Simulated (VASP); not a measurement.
A run of VASP 6.6.1 is set up as follows.

File POSCAR:

```
Sn
1.0
    0.0000000000      2.3907108262      2.3907108262
    2.3907108262      0.0000000000      2.3907108262
    2.3907108262      2.3907108262      0.0000000000
Sn
1
Direct
    0.0000000000      0.0000000000      0.0000000000
```

The input INCAR.step1:

```
SYSTEM = Sn
  PREC = Accurate
  ENCUT = 520
  ISMEAR = -1
  SIGMA = 0.1
  LREAL = .False.
  LASPH = .True.
  NELM = 80
  NBANDS = 13
  GGA = PE
  ALGO = Normal
  EDIFF = 1E-4
  LWAVE = .True.
  LCHARG = .False.
```

INCAR.step2

```
SYSTEM = Sn
  PREC = Accurate
  ENCUT = 520
  EDIFF = 1E-6
  ISMEAR = -1
  SIGMA = 0.1
  LREAL = .False.
  LASPH = .True.
  NELM = 80
  ALGO = Normal
  ISIF = 2
  LWAVE = .False.
  LCHARG = .True.
  METAGGA = R2SCAN
  LMIXTAU = .True.
  LELF = .True.
  LVHAR = .True.
  NBANDS = 13
  ISTART = 1
```

KPOINTS

```
regular mesh
0
Gamma
  19 19 19
  0 0 0
```

Potentials or basis: VASP PAW PBE potentials, release 64 (Sn_d).

Command:

```console
$ cat potpaw_PBE.64/Sn_d/POTCAR > POTCAR
$ cp INCAR.step1 INCAR
$ mpirun -np 1 vasp_std > vasp.out
$ cp INCAR.step2 INCAR
$ mpirun -np 1 vasp_std > vasp.out
```

Q: Estimate the band gap on the k mesh.

A: Zero (bands 7 and 8 overlap by 10.17 eV).

Q: Predict the pressure.

A: -0.1 GPa.

Caveat: the PAW data sets were made with another functional, which shifts forces and pressure a little; spin-orbit coupling is left out, which moves the levels of the heavy elements.
